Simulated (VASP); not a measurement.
HfN:

```
Hf N
1.0
     0.00000    2.25600    2.25600
     2.25600    0.00000    2.25600
     2.25600    2.25600    0.00000
Hf N
1 1
Direct
  0.00000 0.00000 0.00000
  0.50000 0.50000 0.50000
```

| Quantity | Value |
| --- | --- |
| Program | VASP 6.6.1 |
| Task | relaxation of cell and atoms |
| Functional | PBEsol |
| Potentials or basis | VASP PAW PBE potentials, release 64 (Hf_pv, N) |
| Cutoff | 600 eV |
| k mesh | 18 × 18 × 18 |
| Occupations | fermi-dirac, width 0.1 eV |
| Spin | no spin polarisation |

At the start: pressure -4.1 GPa; volume 11.48 Å³/atom.

**Question.** How do energy, volume and symmetry change on relaxing?

**Answer.** Over 6 steps the energy falls by 2.2 meV/atom and the volume is 11.31 Å³/atom (-1.5 %); space group Fm-3m (No. 225, to 0.1 Å) before and after.

Step by step:
| step | energy change (eV) | largest force (eV/Å) | pressure (GPa) | volume (Å³) |
| --- | --- | --- | --- | --- |
| 1 | 0.0000 | 0.0000 | -4.14 | 22.96 |
| 2 | 0.0128 | 0.0000 | 8.89 | 21.99 |
| 3 | -0.0044 | 0.0000 | -0.03 | 22.63 |
| 4 | -0.0044 | 0.0000 | 0.05 | 22.63 |
| 5 | -0.0044 | 0.0000 | -0.08 | 22.64 |
| 6 | -0.0044 | 0.0000 | 0.00 | 22.63 |

Final structure:
```
Hf N
1.0
     0.00000    2.24500    2.24500
     2.24500    0.00000    2.24500
     2.24500    2.24500    0.00000
Hf N
1 1
Direct
  0.00000 0.00000 0.00000
  0.50000 0.50000 0.50000
```

Caveat: the PAW data sets were made with another functional, which shifts forces and pressure a little.
